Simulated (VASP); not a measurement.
The system is Ba2O.

```xyz
6
Lattice="6.0883 0.0000 0.0000 0.0000 6.0883 0.0000 0.0000 0.0000 6.0883" Properties=species:S:1:pos:R:3 pbc="T T T"
Ba    1.5221    1.5221    1.5221
Ba    1.5221    4.5662    4.5662
Ba    4.5662    4.5662    1.5221
Ba    4.5662    1.5221    4.5662
O     0.0000    0.0000    0.0000
O     3.0442    3.0442    3.0442
```

* Program: VASP 6.6.1
* Task: relaxation of cell and atoms
* Functional: PBE
* Potentials or basis: VASP PAW PBE potentials, release 64 (Ba_sv, O)
* Cutoff: 600 eV
* k mesh: 6 × 6 × 6
* Occupations: gaussian, width 0.1 eV
* Spin: no spin polarisation

At the start: pressure 1.0 GPa; volume 37.61 Å³/atom.

**Question.** How do energy, volume and symmetry change on relaxing?

**Answer.** Over 3 steps the energy falls by 4.1 meV/atom and the volume is 38.97 Å³/atom (+3.6 %); space group Pn-3m (No. 224, to 0.05 Å).

The path:
| step | energy change (eV) | largest force (eV/Å) | pressure (GPa) | volume (Å³) |
| --- | --- | --- | --- | --- |
| 1 | 0.0000 | 0.0000 | 0.99 | 225.68 |
| 2 | -0.0243 | 0.0000 | 0.05 | 233.34 |
| 3 | -0.0244 | 0.0000 | 0.00 | 233.81 |

Final structure:
```xyz
6
Lattice="6.1606 0.0000 0.0000 0.0000 6.1606 0.0000 0.0000 0.0000 6.1606" Properties=species:S:1:pos:R:3 pbc="T T T"
Ba    1.5402    1.5402    1.5402
Ba    1.5402    4.6205    4.6205
Ba    4.6205    4.6205    1.5402
Ba    4.6205    1.5402    4.6205
O     0.0000    0.0000    0.0000
O     3.0803    3.0803    3.0803
```
